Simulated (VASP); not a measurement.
# CsTa4 (Pm-3m) in VASP: notebook

The runs below take CsTa4 through single point, relaxation of cell and atoms, with PBE.

All numbers are computed with VASP 6.6.1; they aren't measurements. Logs are shortened: lines on timing, memory, paths and dates and some standing lists are left out, and cuts for length are marked.

### Step 1. The cell of the first run

The structure is cubic, space group Pm-3m (No. 221). Conventional cell: a = 4.921 Å, b = 4.921 Å, c = 4.921 Å, α = 90.00°, β = 90.00°, γ = 90.00°. Within 3.2 Å of Cs (site symmetry m-3m) lie 6 Ta at 2.46 Å. Ta (site symmetry m-3m) has 12 Ta at 3.48 Å and 8 Cs at 4.26 Å within 4.6 Å. Within 3.2 Å of Ta (site symmetry 4/mmm) lie 2 Cs at 2.46 Å.

The cell was built from a structure type or drawn by symmetry, and may not be a known phase.

### Step 2. Single point, PBE

INCAR reads:

```
SYSTEM = CsTa4
  ALGO = Normal
  EDIFF = 1E-6
  ENCUT = 500
  GGA = PE
  GGA_COMPAT = .FALSE.
  ISIF = 2
  ISMEAR = 0
  LASPH = .TRUE.
  LCHARG = .FALSE.
  LREAL = .FALSE.
  LWAVE = .FALSE.
  NBANDS = 38
  NELM = 120
  PREC = Accurate
  SIGMA = 0.1
```

KPOINTS reads:

```
k-points
0
G
  8 8 8
  0 0 0
```

POSCAR reads:

```
CsTa4
1.0
    4.9214474007      0.0000000000      0.0000000000
    0.0000000000      4.9214474007      0.0000000000
    0.0000000000      0.0000000000      4.9214474007
Cs Ta
1 4
Direct
    0.5000000000      0.5000000000      0.5000000000
    0.0000000000      0.0000000000      0.0000000000
    0.5000000000      0.5000000000      0.0000000000
    0.5000000000      0.0000000000      0.5000000000
    0.0000000000      0.5000000000      0.5000000000
```

Potentials or basis: VASP PAW PBE potentials, release 64 (Cs_sv, Ta_sv_GW).

Started as:

```console
$ cat potpaw_PBE.64/Cs_sv/POTCAR potpaw_PBE.64/Ta_sv_GW/POTCAR > POTCAR
$ mpirun -np 1 vasp_std > vasp.out
```

OUTCAR:

```text
SYSTEM = CsTa4
   EDIFF = 1E-6
   ENCUT = 500
   GGA = PE
   ISIF = 2
   ISMEAR = 0
   LASPH = .TRUE.
   LREAL = .FALSE.
   NELM = 120
   PREC = Accurate

 ion  position               nearest neighbor table
   1  0.500  0.500  0.500-   3 2.46   4 2.46   5 2.46   3 2.46   4 2.46   5 2.46
   2  0.000  0.000  0.000-
   3  0.500  0.500  0.000-   1 2.46   1 2.46
   4  0.500  0.000  0.500-   1 2.46   1 2.46
   5  0.000  0.500  0.500-   1 2.46   1 2.46

  LATTYP: Found a simple cubic cell.
 ALAT       =     4.9214474007

  Lattice vectors:

 A1 = (   4.9214474007,   0.0000000000,   0.0000000000)
 A2 = (   0.0000000000,   4.9214474007,   0.0000000000)
 A3 = (   0.0000000000,   0.0000000000,   4.9214474007)

Analysis of symmetry for initial positions (statically):
=====================================================================
 Subroutine PRICEL returns:
 Original cell was already a primitive cell.

 Routine SETGRP: Setting up the symmetry group for a
 simple cubic supercell.

 Subroutine GETGRP returns: Found 48 space group operations
 (whereof 48 operations were pure point group operations)
 out of a pool of 48 trial point group operations.

The static configuration has the point symmetry O_h .

Analysis of symmetry for dynamics (positions and initial velocities):
=====================================================================
 Subroutine PRICEL returns:
 Original cell was already a primitive cell.

 Routine SETGRP: Setting up the symmetry group for a
 simple cubic supercell.

 Subroutine GETGRP returns: Found 48 space group operations
 (whereof 48 operations were pure point group operations)
 out of a pool of 48 trial point group operations.

The dynamic configuration has the point symmetry O_h .

 Subroutine INISYM returns: Found 48 space group operations
 (whereof 48 operations are pure point group operations),
 and found     1 'primitive' translations

----------------------------------------------------------------------------------------

                                     Primitive cell

  volume of cell :     119.2006

  direct lattice vectors                    reciprocal lattice vectors
     4.921447401  0.000000000  0.000000000     0.203192256  0.000000000  0.000000000
     0.000000000  4.921447401  0.000000000     0.000000000  0.203192256  0.000000000
     0.000000000  0.000000000  4.921447401     0.000000000  0.000000000  0.203192256

  length of vectors
     4.921447401  4.921447401  4.921447401     0.203192256  0.203192256  0.203192256

  position of ions in fractional coordinates (direct lattice)
     0.500000000  0.500000000  0.500000000
     0.000000000  0.000000000  0.000000000
     0.500000000  0.500000000  0.000000000
     0.500000000  0.000000000  0.500000000
     0.000000000  0.500000000  0.500000000

  ion indices of the primitive-cell ions
   primitive index   ion index
                 1           1
                 2           2
                 3           3
                 4           4
                 5           5

----------------------------------------------------------------------------------------

 KPOINTS: k-points

Automatic generation of k-mesh.
 Grid dimensions read from file:
 generate k-points for:    8    8    8

 Generating k-lattice:

  Cartesian coordinates                     Fractional coordinates (reciprocal lattice)
     0.025399032  0.000000000  0.000000000     0.125000000  0.000000000  0.000000000
     0.000000000  0.025399032  0.000000000     0.000000000  0.125000000  0.000000000
     0.000000000  0.000000000  0.025399032     0.000000000  0.000000000  0.125000000

  Length of vectors
     0.025399032  0.025399032  0.025399032

  Shift w.r.t. Gamma in fractional coordinates (k-lattice)
     0.000000000  0.000000000  0.000000000

 Subroutine IBZKPT returns following result:
 ===========================================

 Found     35 irreducible k-points:

 Following reciprocal coordinates:
            Coordinates               Weight
  0.000000  0.000000  0.000000      1.000000
  0.125000  0.000000  0.000000      6.000000
  0.250000  0.000000  0.000000      6.000000
  0.375000  0.000000  0.000000      6.000000
  0.500000  0.000000  0.000000      3.000000
  0.125000  0.125000  0.000000     12.000000
[... 16 lines left out ...]
  0.375000  0.375000  0.125000     24.000000
  0.500000  0.375000  0.125000     24.000000
 [... further k-points ...]
   k-points           NKPTS =     35   k-points in BZ     NKDIM =     35   number of bands    NBANDS=     38
   number of dos      NEDOS =    301   number of ions     NIONS =      5
   total plane-waves  NPLWV =  46656
   dimension x,y,z NGX =    36 NGY =   36 NGZ =   36
   dimension x,y,z NGXF=    72 NGYF=   72 NGZF=   72
   ions per type =               1   4
   NGX,Y,Z   is equivalent  to a cutoff of  12.16, 12.16, 12.16 a.u.
   NGXF,Y,Z  is equivalent  to a cutoff of  24.32, 24.32, 24.32 a.u.
 SYSTEM =  CsTa4
   PREC   = accura    normal or accurate (medium, high low for compatibility)
   ISTART =      0    job   : 0-new  1-cont  2-samecut
   ICHARG =      2    charge: 1-file 2-atom 10-const
   ISPIN  =      1    spin polarized calculation?
   LNONCOLLINEAR =      F non collinear calculations
   LSORBIT =      F    spin-orbit coupling
   LASPH  =      T    aspherical Exc in radial PAW
   ENCUT  =  500.0 eV  36.75 Ry    6.06 a.u.   8.97  8.97  8.97*2*pi/ulx,y,z
   NELM   =    120;   NELMIN=  2; NELMDL= -5     # of ELM steps
   EDIFF  = 0.1E-05   stopping-criterion for ELM
   LREAL  =      F    real-space projection
   EDIFFG = 0.1E-04   stopping-criterion for IOM
   NSW    =      0    number of steps for IOM
   IBRION =     -1    ionic relax: 0-MD 1-quasi-New 2-CG
   NFREE  =      0    steps in history (QN), initial steepest desc. (CG)
   ISIF   =      2    stress and relaxation
   ISYM   =      2    0-nonsym 1-usesym 2-fastsym
   POTIM  = 0.5000    time-step for ionic-motion
   TEBEG  =    0.0;   TEEND  =   0.0 temperature during run
   PSTRESS=    0.0 pullay stress
   NELECT =      61.0000    total number of electrons
   NUPDOWN=      -1.0000    fix difference up-down
   EMIN   =  10.00;   EMAX   =-10.00  energy-range for DOS
   EFERMI =   0.00;   METHOD = LEGACY
   ISMEAR =     0;   SIGMA  =   0.10  broadening in eV -4-tet -1-fermi 0-gaus
   EFERMI_NEDOS =   21; number of points for ismear=-14 and -15
   IALGO  =     38    algorithm
   IMIX   =      4    mixing-type and parameters
     AMIX     =   0.40;   BMIX     =  1.00
     AMIX_MAG =   1.60;   BMIX_MAG =  1.00
  volume/ion in A,a.u.               =      23.84       160.88
  Fermi-wavevector in a.u.,A,eV,Ry     =   1.309459  2.474519 23.329679  1.714683
  Thomas-Fermi vector in A             =   2.440056
   LORBIT       =      0    0 simple, 1 ext, 2 COOP (PROOUT), +10 PAW based schemes
   GGA     = PE    functional components
   LHFCALC =     F    Hartree Fock is set to
   AEXX    =    0.0000 exact exchange contribution
   IVDW    =     0    specifies the selected vdW correction
   LEPSILON=     F    determine dielectric tensor
   LRPA    =     F    only Hartree local field effects (RPA)
 non-spin polarized calculation
 Gauss-broadening in eV      SIGMA  =   0.10
  energy-cutoff  :      500.00
  volume of cell :      119.20
 maximum number of plane-waves:      3050
 NGX is ok and might be reduce to    36
   NGX = 17   NGY = 17   NGZ = 17

 number of electron      60.9999979 magnetization

 Free energy of the ion-electron system (eV)
  ---------------------------------------------------
  ext. energy  EPLUGINS =         0.00000000
  ---------------------------------------------------
  free energy    TOTEN  =       -41.53199401 eV

  energy without entropy =      -41.49504832  energy(sigma->0) =      -41.51352117

 E-fermi :   7.5022     XC(G=0): -11.3960

 val. band max:        7.5007985948   @ k =   0.2500   0.2500   0.0000
 cond. band min:       7.5222091201   @ k =   0.3750   0.3750   0.1250
 fundamental gap:      0.0214105254
 Fermi energy:         7.5021524884

 k-point     1 :       0.0000    0.0000    0.0000
  band No.  band energies     occupation
      1     -61.5385      2.00000
      2     -60.9160      2.00000
      3     -60.9051      2.00000
      4     -60.9051      2.00000
      5     -27.8582      2.00000
      6     -27.8582      2.00000
[... 30 lines left out ...]
     37      10.2106      0.00000
     38      10.2107      0.00000

 k-point     2 :       0.1250    0.0000    0.0000
  band No.  band energies     occupation
      1     -61.5386      2.00000
      2     -60.9155      2.00000
      3     -60.9053      2.00000
      4     -60.9051      2.00000
      5     -27.8625      2.00000
      6     -27.8560      2.00000
[... 30 lines left out ...]
     37      10.1256      0.00000
     38      10.1353      0.00000

 k-point     3 :       0.2500    0.0000    0.0000
  band No.  band energies     occupation
      1     -61.5386      2.00000
      2     -60.9145      2.00000
      3     -60.9060      2.00000
      4     -60.9051      2.00000
      5     -27.8752      2.00000
      6     -27.8501      2.00000
[... 30 lines left out ...]
     37       9.6570      0.00000
     38       9.6571      0.00000

 k-point     4 :       0.3750    0.0000    0.0000
  band No.  band energies     occupation
      1     -61.5386      2.00000
      2     -60.9131      2.00000
      3     -60.9068      2.00000
      4     -60.9051      2.00000
      5     -27.8900      2.00000
      6     -27.8430      2.00000
[... 30 lines left out ...]
     37       9.0744      0.00000
     38       9.0744      0.00000
[... 703 lines left out ...]
      4     -60.9059      2.00000
      5     -28.0393      2.00000
      6     -27.8221      2.00000
[... 30 lines left out ...]
     37       9.5393      0.00000
     38       9.7165      0.00000

 k-point    23 :       0.3750    0.3750    0.1250
  band No.  band energies     occupation
      1     -61.5385      2.00000
      2     -60.9102      2.00000
      3     -60.9070      2.00000
      4     -60.9065      2.00000
      5     -28.0688      2.00000
      6     -27.8236      2.00000
[... 30 lines left out ...]
     37       9.3807      0.00000
     38       9.8074      0.00000

 k-point    24 :       0.5000    0.3750    0.1250
  band No.  band energies     occupation
      1     -61.5386      2.00000
      2     -60.9095      2.00000
      3     -60.9073      2.00000
      4     -60.9067      2.00000
      5     -28.0848      2.00000
      6     -27.8230      2.00000
[... 30 lines left out ...]
     37       9.2669      0.00000
     38       9.6709      0.00000

 [... further k-points ...]

------------------------ aborting loop because EDIFF is reached ----------------------------------------

  FORCE on cell =-STRESS in cart. coord.  units (eV):
  Direction    XX          YY          ZZ          XY          YZ          ZX
  --------------------------------------------------------------------------------------
  -------------------------------------------------------------------------------------
  Total        1.7793354      1.7793354      1.7793354      0.0000000      0.0000000      0.0000000
  in kB       23.9160728     23.9160728     23.9160728      0.0000000      0.0000000      0.0000000
  external PRESSURE =      23.9160728 kB  Pullay stress =       0.0000000 kB

 VOLUME and BASIS-vectors are now :
 -----------------------------------------------------------------------------
  energy-cutoff  :      500.00
  volume of cell :      119.20
      direct lattice vectors                 reciprocal lattice vectors
     4.921447401  0.000000000  0.000000000     0.203192256  0.000000000  0.000000000
     0.000000000  4.921447401  0.000000000     0.000000000  0.203192256  0.000000000
     0.000000000  0.000000000  4.921447401     0.000000000  0.000000000  0.203192256

 POSITION                                       TOTAL-FORCE (eV/Angst)
 -----------------------------------------------------------------------------------
      2.46072      2.46072      2.46072         0.000000      0.000000      0.000000
      0.00000      0.00000      0.00000         0.000000      0.000000      0.000000
      2.46072      2.46072      0.00000         0.000000      0.000000      0.000000
      2.46072      0.00000      2.46072         0.000000      0.000000      0.000000
      0.00000      2.46072      2.46072         0.000000      0.000000      0.000000
 -----------------------------------------------------------------------------------
    total drift:                                0.000000      0.000000      0.000000

  FREE ENERGIE OF THE ION-ELECTRON SYSTEM (eV)
  ---------------------------------------------------
  free  energy   TOTEN  =       -41.5319940125 eV

  energy  without entropy=      -41.4950483214  energy(sigma->0) =      -41.51352117
```

Run time: 2.3 min. Hardware: 1 thread of Intel Xeon Platinum 8375C at 2.90GHz (Ice Lake), shared host; peak memory 0.28 GiB.

Results:

| Item | Value |
| --- | --- |
| Free energy | -41.5320 eV |
| Pressure | 2.4 GPa |
| Band gap on the k mesh | zero (an odd number of electrons rules out a gap without spin polarisation) |

Caveat: spin-orbit coupling is left out, which moves the levels of the heavy elements.

(Part 1 of 2 ends here.)
